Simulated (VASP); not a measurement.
# Ti (Im-3m) in VASP: further runs

Runs on Ti. Level: PBE. Tasks: single point.

Program: VASP 6.6.1. These are calculated values, not measurements. Logs are shortened: lines on timing, memory, paths and dates and some standing lists are left out, and cuts for length are marked.

## (1) The cell of the first run

The structure is cubic, space group Im-3m (No. 229). The conventional cell has a = 3.004 Å, b = 3.004 Å, c = 3.004 Å, α = 90.00°, β = 90.00°, γ = 90.00°. Within 3.4 Å of Ti (site symmetry m-3m) lie 14 Ti at 2.60 to 3.00 Å.

## (2) Single point, PBE

INCAR

```
PREC     = Accurate       # precision mode
ENCUT    = 520            # plane-wave cutoff, eV
EDIFF    = 1E-7           # SCF threshold, eV
ISMEAR   = -1             # smearing method
SIGMA    = 0.1            # smearing width, eV
LREAL    = F              # projectors in reciprocal space
LASPH    = T              # aspherical terms in the spheres
NELM     = 60             # most SCF steps
ALGO     = Normal         # electronic algorithm
ISIF     = 2              # what is computed and relaxed
LWAVE    = F              # write WAVECAR
LCHARG   = T              # write CHGCAR
GGA      = PE             # functional
LELF     = T              # ELF
LVHAR    = T            
NBANDS   = 12             # bands
```

KPOINTS

```
Automatic mesh
0
Gamma
  18 18 18
```

POSCAR

```
Ti
1.0
   -1.5021414118      1.5021414118      1.5021414118
    1.5021414118     -1.5021414118      1.5021414118
    1.5021414118      1.5021414118     -1.5021414118
Ti
1
Direct
    0.0000000000      0.0000000000      0.0000000000
```

Potentials or basis: VASP PAW PBE potentials, release 64 (Ti_sv).

Command:

```sh
$ cat potpaw_PBE.64/Ti_sv/POTCAR > POTCAR
$ mpirun -np 1 vasp_std > vasp.out
```

OUTCAR:

```text
PREC = Accurate
   ENCUT = 520
   EDIFF = 1E-7
   ISMEAR = -1
   LREAL = F
   LASPH = T
   NELM = 60
   ISIF = 2
   GGA = PE

 ion  position               nearest neighbor table
   1  0.000  0.000  0.000-

  LATTYP: Found a body centered cubic cell.
 ALAT       =     3.0042828236

  Lattice vectors:

 A1 = (  -1.5021414118,   1.5021414118,   1.5021414118)
 A2 = (   1.5021414118,  -1.5021414118,   1.5021414118)
 A3 = (   1.5021414118,   1.5021414118,  -1.5021414118)

Analysis of symmetry for initial positions (statically):
=====================================================================
 Subroutine PRICEL returns:
 Original cell was already a primitive cell.

 Routine SETGRP: Setting up the symmetry group for a
 body centered cubic supercell.

 Subroutine GETGRP returns: Found 48 space group operations
 (whereof 48 operations were pure point group operations)
 out of a pool of 48 trial point group operations.

The static configuration has the point symmetry O_h .

Analysis of symmetry for dynamics (positions and initial velocities):
=====================================================================
 Subroutine PRICEL returns:
 Original cell was already a primitive cell.

 Routine SETGRP: Setting up the symmetry group for a
 body centered cubic supercell.

 Subroutine GETGRP returns: Found 48 space group operations
 (whereof 48 operations were pure point group operations)
 out of a pool of 48 trial point group operations.

The dynamic configuration has the point symmetry O_h .

 Subroutine INISYM returns: Found 48 space group operations
 (whereof 48 operations are pure point group operations),
 and found     1 'primitive' translations

----------------------------------------------------------------------------------------

                                     Primitive cell

  volume of cell :      13.5579

  direct lattice vectors                    reciprocal lattice vectors
    -1.502141412  1.502141412  1.502141412     0.000000000  0.332858142  0.332858142
     1.502141412 -1.502141412  1.502141412     0.332858142  0.000000000  0.332858142
     1.502141412  1.502141412 -1.502141412     0.332858142  0.332858142  0.000000000

  length of vectors
     2.601785245  2.601785245  2.601785245     0.470732499  0.470732499  0.470732499

  position of ions in fractional coordinates (direct lattice)
     0.000000000  0.000000000  0.000000000

  ion indices of the primitive-cell ions
   primitive index   ion index
                 1           1

----------------------------------------------------------------------------------------

 KPOINTS: Automatic mesh

Automatic generation of k-mesh.
 Grid dimensions read from file:
 generate k-points for:   18   18   18

 Generating k-lattice:

  Cartesian coordinates                     Fractional coordinates (reciprocal lattice)
     0.000000000  0.018492119  0.018492119     0.055555556  0.000000000  0.000000000
     0.018492119  0.000000000  0.018492119     0.000000000  0.055555556  0.000000000
     0.018492119  0.018492119  0.000000000     0.000000000  0.000000000  0.055555556

  Length of vectors
     0.026151806  0.026151806  0.026151806

  Shift w.r.t. Gamma in fractional coordinates (k-lattice)
     0.000000000  0.000000000  0.000000000

 Subroutine IBZKPT returns following result:
 ===========================================

 Found    195 irreducible k-points:

 Following reciprocal coordinates:
            Coordinates               Weight
  0.000000  0.000000  0.000000      1.000000
  0.055556  0.000000  0.000000     12.000000
  0.111111  0.000000  0.000000     12.000000
  0.166667  0.000000  0.000000     12.000000
  0.222222  0.000000  0.000000     12.000000
  0.277778  0.000000  0.000000     12.000000
[... 16 lines left out ...]
  0.333333  0.111111  0.000000     48.000000
  0.388889  0.111111  0.000000     48.000000
 [... further k-points ...]
   k-points           NKPTS =    195   k-points in BZ     NKDIM =    195   number of bands    NBANDS=     12
   number of dos      NEDOS =    301   number of ions     NIONS =      1
   total plane-waves  NPLWV =   8000
   dimension x,y,z NGX =    20 NGY =   20 NGZ =   20
   dimension x,y,z NGXF=    40 NGYF=   40 NGZF=   40
   ions per type =               1
   NGX,Y,Z   is equivalent  to a cutoff of  12.78, 12.78, 12.78 a.u.
   NGXF,Y,Z  is equivalent  to a cutoff of  25.56, 25.56, 25.56 a.u.
 SYSTEM =  unknown system
   PREC   = accura    normal or accurate (medium, high low for compatibility)
   ISTART =      0    job   : 0-new  1-cont  2-samecut
   ICHARG =      2    charge: 1-file 2-atom 10-const
   ISPIN  =      1    spin polarized calculation?
   LNONCOLLINEAR =      F non collinear calculations
   LSORBIT =      F    spin-orbit coupling
   LASPH  =      T    aspherical Exc in radial PAW
   ENCUT  =  520.0 eV  38.22 Ry    6.18 a.u.   4.84  4.84  4.84*2*pi/ulx,y,z
   NELM   =     60;   NELMIN=  2; NELMDL= -5     # of ELM steps
   EDIFF  = 0.1E-06   stopping-criterion for ELM
   LREAL  =      F    real-space projection
   EDIFFG = 0.1E-05   stopping-criterion for IOM
   NSW    =      0    number of steps for IOM
   IBRION =     -1    ionic relax: 0-MD 1-quasi-New 2-CG
   NFREE  =      0    steps in history (QN), initial steepest desc. (CG)
   ISIF   =      2    stress and relaxation
   ISYM   =      2    0-nonsym 1-usesym 2-fastsym
   POTIM  = 0.5000    time-step for ionic-motion
   TEBEG  =    0.0;   TEEND  =   0.0 temperature during run
   PSTRESS=    0.0 pullay stress
   NELECT =      12.0000    total number of electrons
   NUPDOWN=      -1.0000    fix difference up-down
   EMIN   =  10.00;   EMAX   =-10.00  energy-range for DOS
   EFERMI =   0.00;   METHOD = LEGACY
   ISMEAR =    -1;   SIGMA  =   0.10  broadening in eV -4-tet -1-fermi 0-gaus
   EFERMI_NEDOS =   21; number of points for ismear=-14 and -15
   IALGO  =     38    algorithm
   IMIX   =      4    mixing-type and parameters
     AMIX     =   0.40;   BMIX     =  1.00
     AMIX_MAG =   1.60;   BMIX_MAG =  1.00
  volume/ion in A,a.u.               =      13.56        91.49
  Fermi-wavevector in a.u.,A,eV,Ry     =   1.571826  2.970320 33.615051  2.470637
  Thomas-Fermi vector in A             =   2.673352
   LORBIT       =      0    0 simple, 1 ext, 2 COOP (PROOUT), +10 PAW based schemes
   GGA     = PE    functional components
[... 5 lines left out ...]
 non-spin polarized calculation
  energy-cutoff  :      520.00
  volume of cell :       13.56
 maximum number of plane-waves:       376
   NGX =  9   NGY =  9   NGZ =  9

 number of electron      11.9999996 magnetization

 Free energy of the ion-electron system (eV)
  ---------------------------------------------------
  ext. energy  EPLUGINS =         0.00000000
  ---------------------------------------------------
  free energy    TOTEN  =        -7.39471487 eV

  energy without entropy =       -7.34171131  energy(sigma->0) =       -7.36821309

 E-fermi :  10.9297     XC(G=0): -12.7092

 val. band max:       10.9288714606   @ k =   0.1667   0.1111   0.0556
 cond. band min:      10.9315641457   @ k =   0.2778   0.2222   0.0556
 fundamental gap:      0.0026926851
 Fermi energy:        10.9296542967

 k-point     1 :       0.0000    0.0000    0.0000
  band No.  band energies     occupation
      1     -45.2018      2.00000
      2     -20.6165      2.00000
      3     -20.6165      2.00000
      4     -20.6165      2.00000
      5       4.5665      2.00000
      6      12.1058      0.00002
      7      12.1058      0.00002
      8      12.1058      0.00002
      9      14.4703      0.00000
     10      14.4703      0.00000
     11      30.1549      0.00000
     12      30.1549      0.00000

 k-point     2 :       0.0556    0.0000    0.0000
  band No.  band energies     occupation
      1     -45.1917      2.00000
      2     -20.6633      2.00000
      3     -20.6299      2.00000
      4     -20.6170      2.00000
      5       4.7025      2.00000
      6      12.0359      0.00003
      7      12.0874      0.00002
      8      12.2125      0.00001
      9      14.3821      0.00000
     10      14.4736      0.00000
     11      30.1222      0.00000
     12      30.1852      0.00000

 k-point     3 :       0.1111    0.0000    0.0000
  band No.  band energies     occupation
      1     -45.1624      2.00000
      2     -20.7967      2.00000
      3     -20.6686      2.00000
      4     -20.6185      2.00000
      5       5.0963      2.00000
      6      11.8403      0.00022
      7      12.0066      0.00004
      8      12.5268      0.00000
      9      14.1861      0.00000
     10      14.4869      0.00000
     11      29.9331      0.00000
     12      30.1882      0.00000
[... 286 lines left out ...]
 k-point    23 :       0.3333    0.1111    0.0000
  band No.  band energies     occupation
      1     -44.8856      2.00000
      2     -21.8729      2.00000
      3     -21.0477      2.00000
      4     -20.6921      2.00000
      5       8.1439      2.00000
      6      10.3951      1.99050
      7      11.6245      0.00192
      8      14.3167      0.00000
      9      15.0835      0.00000
     10      16.5439      0.00000
     11      24.2275      0.00000
     12      26.6639      0.00000

 k-point    24 :       0.3889    0.1111    0.0000
  band No.  band energies     occupation
      1     -44.8566      2.00000
      2     -21.9736      2.00000
      3     -21.0934      2.00000
      4     -20.6948      2.00000
      5       8.1448      2.00000
      6      10.2766      1.99709
      7      12.1070      0.00002
      8      14.4248      0.00000
      9      15.2192      0.00000
     10      17.1495      0.00000
     11      23.1302      0.00000
     12      26.2226      0.00000

 [... further k-points ...]
[... 5 lines left out ...]
  --------------------------------------------------------------------------------------
  -------------------------------------------------------------------------------------
  Total        3.1530038      3.1530038      3.1530038      0.0000000      0.0000000      0.0000000
  in kB      372.5998068    372.5998068    372.5998068      0.0000000      0.0000000      0.0000000
  external PRESSURE =     372.5998068 kB  Pullay stress =       0.0000000 kB

 VOLUME and BASIS-vectors are now :
 -----------------------------------------------------------------------------
  energy-cutoff  :      520.00
  volume of cell :       13.56
      direct lattice vectors                 reciprocal lattice vectors
    -1.502141412  1.502141412  1.502141412     0.000000000  0.332858142  0.332858142
     1.502141412 -1.502141412  1.502141412     0.332858142  0.000000000  0.332858142
     1.502141412  1.502141412 -1.502141412     0.332858142  0.332858142  0.000000000

 POSITION                                       TOTAL-FORCE (eV/Angst)
 -----------------------------------------------------------------------------------
      0.00000      0.00000      0.00000         0.000000     -0.000000     -0.000000
 -----------------------------------------------------------------------------------
    total drift:                                0.000000     -0.000000      0.000000

  FREE ENERGIE OF THE ION-ELECTRON SYSTEM (eV)
  ---------------------------------------------------
  free  energy   TOTEN  =        -7.3947148663 eV

  energy  without entropy=       -7.3417113083  energy(sigma->0) =       -7.36821309
```

Run time: 64 s. Hardware: 1 thread of Intel Xeon 6975P-C, shared host; peak memory 0.15 GiB.

What came out:

```
Free energy            : -7.3947 eV
Pressure               : 37.3 GPa
Band gap on the k mesh : zero (band 6 reaches 12.11 eV, above the bottom of band 7 at 10.15 eV)
```

## (3) Single point, PBE

INCAR

```
SYSTEM = Ti
PREC = Accurate
ENCUT = 520
EDIFF = 1E-7
ISMEAR = -1
SIGMA = 0.1
LREAL = .False.
LASPH = .True.
NELM = 100
ALGO = Normal
ISIF = 2
LWAVE = .False.
LCHARG = .False.
GGA = PE
NBANDS = 12
```

KPOINTS

```
regular mesh
0
Gamma
  18 18 18
  0 0 0
```

POSCAR is that of step 2.

Potentials or basis: VASP PAW PBE potentials, release 64 (Ti_sv).

Command:

```sh
$ cat potpaw_PBE.64/Ti_sv/POTCAR > POTCAR
$ mpirun -np 1 vasp_std > vasp.out
```

It took 55 s on 1 thread of Intel Xeon 6975P-C, shared host; peak memory 0.15 GiB.

The run converged. Its results:

```
Free energy            : -7.3947 eV
Pressure               : 37.3 GPa
Band gap on the k mesh : zero (band 6 reaches 12.11 eV, above the bottom of band 7 at 10.15 eV)
```

Levels at points of the mesh, in eV from the Fermi level:
```csv
k point,band 2,band 3,band 4,band 5,band 6,band 7,band 8,band 9,band 10,band 11
"(0.00, 0.00, 0.00)",-31.55,-31.55,-31.55,-6.36,1.18,1.18,1.18,3.54,3.54,19.23
"(0.50, 0.00, 0.00)",-33.00,-31.98,-31.57,-3.15,-0.74,2.19,3.61,4.07,5.76,11.87
"(0.50, 0.50, 0.50)",-32.50,-32.50,-32.50,-3.11,-3.11,5.25,5.25,5.25,10.72,10.72
```
